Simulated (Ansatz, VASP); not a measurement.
**PtSe2: VASP beside Ansatz**

INCAR

```
PREC = Accurate
ENCUT = 600
EDIFF = 1E-6
ISMEAR = 0
SIGMA = 0.02
LREAL = F
LASPH = T
NELM = 80
ALGO = Normal
ISIF = 3
LWAVE = F
LCHARG = F
GGA = CA
IBRION = 2
NSW = 80
EDIFFG = -0.001
```

KPOINTS

```
Automatic mesh
0
Gamma
  14 14 10
```

The input POSCAR:

```
PtSe2
1.0
    3.7240000000      0.0000000000      0.0000000000
   -1.8620000000      3.2250786037      0.0000000000
    0.0000000000      0.0000000000      5.0620000000
Pt Se
1 2
Direct
    0.0000000000      0.0000000000      0.0000000000
    0.3333333333      0.6666666667      0.2500000000
    0.6666666667      0.3333333333      0.7500000000
```

Input for Ansatz:

```yaml
crystal:
  lattice:
    - [3.724, 0.0, 0.0]
    - [-1.862, 3.2250786037, 0.0]
    - [0.0, 0.0, 5.062]
  atoms:
    - { symbol: Pt, position: [0.0, 0.0, 0.0] }
    - { symbol: Se, position: [0.3333333333, 0.6666666667, 0.25] }
    - { symbol: Se, position: [0.6666666667, 0.3333333333, 0.75] }
scf:
  occupations: { method: gaussian, width: 0.02 }
output:
  forces: true
  stress: true
  eigenvalues: true
hamiltonian:
  xc: lda
kpoints:
  mp_grid: { grid: [14, 14, 10] }
relax:
  f_tol: 0.001
  max_steps: 60
  cell: { stress_tol: 0.02 }
```

Alike in both runs: task relaxation of cell and atoms; functional LDA; k mesh 14 × 14 × 10; occupations gaussian, width 0.02 eV; no spin polarisation.

|  | VASP | Ansatz |
| --- | --- | --- |
| version | VASP 6.6.1 | Ansatz 0.2.0 |
| potentials or method | VASP PAW LDA potentials, release 64 (Pt, Se) | scalar-relativistic, plane waves, PAW |
| plane-wave cutoff (eV) | 600 | 420 |
| valence electrons in the cell | 22 | 50 |

|  | VASP | Ansatz | Ansatz less VASP |
| --- | --- | --- | --- |
| gap on the k mesh at the Fermi level, each at its own relaxed structure (eV) | none | none | - |
| relaxed volume (Å³/atom) | 19.26 | 19.23 | -0.031 |
| relaxed length of the cell vector where the two differ most in proportion (Å) | 3.747 | 3.743 | -0.0041 |

LDA's correlation is that of Perdew and Zunger in VASP and of Perdew and Wang (1992) in Ansatz. A gap of «none» marks a metal or a gap that the smearing closes. VASP's potentials hold 22 valence electrons a cell and Ansatz's 50, so a difference there can come from the potentials and not from the codes.

Spin-orbit coupling is off throughout.
